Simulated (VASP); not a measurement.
The system is Se.

```
CELL_PARAMETERS angstrom
2.81056 0.00000 0.00000
0.00000 2.81056 0.00000
0.00000 0.00000 2.81056
ATOMIC_POSITIONS crystal
Se 0.00000 0.00000 0.00000
```

```yaml
Program: VASP 6.6.1
Task: relaxation of cell and atoms
Functional: PBEsol
Potentials_or_basis: VASP PAW PBE potentials, release 64 (Se)
Cutoff: 600 eV
k_mesh: 9 × 9 × 9
Occupations: fermi-dirac, width 0.05 eV
Spin: no spin polarisation
```

At the start: pressure -1.5 GPa; volume 22.20 Å³/atom.

Q: Where does the relaxation end?

A: Over 3 steps the energy falls by 2.1 meV/atom and the volume is 21.76 Å³/atom (-2.0 %); space group Pm-3m (No. 221, to 0.05 Å).

The path:
```
step  energy change (eV)  largest force (eV/Å)  pressure (GPa)  volume (Å³)
   1              0.0000                0.0000           -1.52        22.20
   2             -0.0015                0.0000            0.86        21.53
   3             -0.0021                0.0000            0.00        21.76
```

Final structure:
```
Se
1.0
     2.79173    0.00000    0.00000
     0.00000    2.79173    0.00000
     0.00000    0.00000    2.79173
Se
1
Direct
  0.00000 0.00000 0.00000
```

Caveat: the PAW data sets were made with another functional, which shifts forces and pressure a little.
